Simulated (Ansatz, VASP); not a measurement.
**One calculation of SrAlH3, two programs**

INCAR

```
SYSTEM = SrAlH3
ALGO = Normal
EDIFF = 1E-6
ENCUT = 520
GGA = RP
ISIF = 2
ISMEAR = -1
LASPH = .True.
LCHARG = .False.
LREAL = .False.
LWAVE = .False.
NBANDS = 16
NELM = 60
PREC = Accurate
SIGMA = 0.15
```

KPOINTS

```
k-points
0
Gamma
  5 5 5
  0 0 0
```

Contents of POSCAR:

```
SrAlH3
1.0
    4.5854620000      0.0000000000      0.0000000000
    0.0000000000      4.5854620000      0.0000000000
    0.0000000000      0.0000000000      4.5854620000
Sr Al H
1 1 3
Direct
    0.5000000000      0.5000000000      0.5000000000
    0.0000000000      0.0000000000      0.0000000000
    0.0000000000      0.5000000000      0.5000000000
    0.5000000000      0.0000000000      0.5000000000
    0.5000000000      0.5000000000      0.0000000000
```

Input for Ansatz:

```yaml
crystal:
  lattice:
    bravais: cubic
    a: 4.585462
  space_group: 221
  atoms:
    - { symbol: Sr, position: [0.5, 0.5, 0.5] }
    - { symbol: Al, position: [0.0, 0.0, 0.0] }
    - { symbol: H, position: [0.0, 0.5, 0.5] }
basis:
  ecutwfc: 557.833418042754
kpoints:
  mp_grid:
    grid: [5, 5, 5]
hamiltonian:
  xc: rpbe
scf:
  occupations:
    method: fermi_dirac
    width: 0.15
output:
  forces: true
  stress: true
```

Alike in both runs: task single point; functional RPBE; k mesh 5 × 5 × 5; occupations fermi-dirac, width 0.15 eV; no spin polarisation.

```csv
,VASP,Ansatz
version,VASP 6.6.1,Ansatz 0.2.0
potentials or method,"VASP PAW PBE potentials, release 64 (Sr_sv, Al, H), cutoff 520 eV","plane waves, PAW"
valence electrons in the cell,16,16
```

```tsv
	VASP	Ansatz	Ansatz less VASP
pressure (GPa)	1.1	1.1	-0.03
```

VASP's potentials were made for PBE, not for RPBE.
